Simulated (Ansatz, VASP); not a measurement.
Al7BN8 in VASP and in Ansatz

```xyz
16
Lattice="6.0982 0.0000 0.0000 -3.0491 5.2812 0.0000 0.0000 0.0000 4.8665" Properties=species:S:1:pos:R:3 pbc="T T T"
Al    1.4816    0.9050    2.4192
Al   -1.5325    4.3964    0.0047
Al    0.0000    3.4711    2.4192
Al    3.0491    1.7696    0.0047
Al    4.6166    0.9050    2.4192
Al    1.5325    4.3964    0.0047
Al    3.0491    3.5208    2.4445
B     0.0000    1.7604    0.0380
N     0.0000    1.7604    1.6359
N     1.3771    0.9653    4.3295
N    -1.5156    4.4061    1.8846
N     0.0000    3.3505    4.3295
N     3.0491    1.7501    1.8846
N     4.7211    0.9653    4.3295
N     1.5156    4.4061    1.8846
N     3.0491    3.5208    4.3059
```

Alike in both runs: functional r2SCAN; k mesh 4 × 4 × 5; no spin polarisation.

Ansatz relaxed the structure, and its values are those at the end. VASP's run is a single point on that final structure, the one shown.

```csv
,VASP,Ansatz
version,VASP 6.6.1,Ansatz 0.2.0
potentials or method,"VASP PAW PBE potentials, release 64 (Al, B, N)","scalar-relativistic, plane waves, PAW"
plane-wave cutoff (eV),520,500
occupations,"gaussian, width 0.01 eV",fixed
valence electrons in the cell,64,64
```

VASP gave:

```
gap on the k mesh at the Fermi level (eV) : 4.50
least direct gap on the mesh (eV)         : 4.58
pressure (GPa)                            : -0.3
rms of the force components (eV/Å)        : 0.015
```

Which values does Ansatz return?

gap on the k mesh at the Fermi level (eV): 4.50; least direct gap on the mesh (eV): 4.56; pressure (GPa): 0.0; rms of the force components (eV/Å): 0.001.

VASP's potentials were made for PBE, not for r2SCAN.
